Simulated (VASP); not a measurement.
Crystal: La.

```
La
1.0
    -2.15178    2.15178    2.15178
     2.15178   -2.15178    2.15178
     2.15178    2.15178   -2.15178
La
1
Direct
  0.00000 0.00000 0.00000
```

Base run:

| Quantity | Value |
| --- | --- |
| Program | VASP 6.6.1 |
| Functional | PBEsol |
| Potentials or basis | VASP PAW PBE potentials, release 64 (La) |
| Cutoff | 520 eV |
| k mesh | 9 × 9 × 9 |
| Occupations | fermi-dirac, width 0.05 eV |
| Spin | no spin polarisation |

Its results: pressure -3.3 GPa.

Task: The run is repeated on the same cell with these changes: functional from PBEsol to r2SCAN. What comes out?

Result: Pressure -1.1 GPa.

Caveats: the PAW data sets were made with another functional, which shifts forces and pressure a little.
